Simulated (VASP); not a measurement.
AlGaN2: single point with r2SCAN

The system is AlGaN2.

```
Al Ga N
1.0
     3.14088    0.00000    0.00000
     0.00000    3.14088    0.00000
     0.00000    0.00000    4.42384
Al Ga N
1 1 2
Direct
  0.50000 0.50000 0.50000
  0.00000 0.00000 0.00000
  0.50000 0.00000 0.75183
  0.00000 0.50000 0.24817
```

This cell differs from its parent crystal: mode 12 (706.6 1/cm) frozen in, largest displacement -0.060 Å.

```yaml
Program: VASP 6.6.1
Task: single point
Functional: r2SCAN
Potentials_or_basis: VASP PAW PBE potentials, release 64 (Al, Ga_d, N)
Cutoff: 520 eV
k_mesh: 8 × 8 × 6
Occupations: gaussian, width 0.05 eV
Spin: no spin polarisation
Dipole_correction: no
Further_INCAR_settings: ALGO = Normal; EDIFF = 1e-07; NBANDS = 21
```

| Quantity | Value |
| --- | --- |
| Pressure | 0.6 GPa |
| Largest force | 1.558 eV/Å |
| Band gap on the k mesh | 3.39 eV, direct |

Forces on the atoms (eV/Å):
```
Al   0.000  0.000  0.000
Ga   0.000  0.000  0.000
N    0.000  0.000 -1.558
N    0.000  0.000  1.558
```

Stress tensor (GPa, compression positive):
```
0.53 0.00 0.00
0.00 0.53 0.00
0.00 0.00 0.70
```

Levels at points of the mesh, in eV from the valence-band top:
| k point | band 9 | band 10 | band 11 | band 12 | band 13 | band 14 | band 15 | band 16 | band 17 | band 18 |
| --- | --- | --- | --- | --- | --- | --- | --- | --- | --- | --- |
| (0.00, 0.00, 0.00) | -2.41 | -2.41 | -0.05 | 0.00 | 0.00 | 3.39 | 3.87 | 8.31 | 12.15 | 12.16 |
| (0.50, 0.00, 0.00) | -4.50 | -3.04 | -2.80 | -0.93 | -0.79 | 7.98 | 8.01 | 8.51 | 9.12 | 11.02 |
| (0.50, 0.50, 0.00) | -4.95 | -2.42 | -2.38 | -2.38 | -2.31 | 3.83 | 3.83 | 7.38 | 9.42 | 13.20 |
| (0.00, 0.00, 0.50) | -2.65 | -1.69 | -1.69 | -0.95 | -0.95 | 5.83 | 5.87 | 8.90 | 10.01 | 12.15 |
| (0.50, 0.00, 0.50) | -6.27 | -0.91 | -0.90 | -0.67 | -0.60 | 5.94 | 7.33 | 9.90 | 10.18 | 11.00 |
| (0.50, 0.50, 0.50) | -4.25 | -3.97 | -3.41 | -3.28 | -3.28 | 6.71 | 6.71 | 10.28 | 11.76 | 11.95 |

Wall time 110 s on 1 thread of AMD EPYC 9R45 96-Core Processor (Zen 5) (shared host), peak memory 0.17 GiB.

Caveat: the cell differs from its parent crystal (mode 12 (706.6 1/cm) frozen in, largest displacement -0.060 Å); the PAW data sets were made with another functional, which shifts forces and pressure a little. A k mesh can miss the band edges.
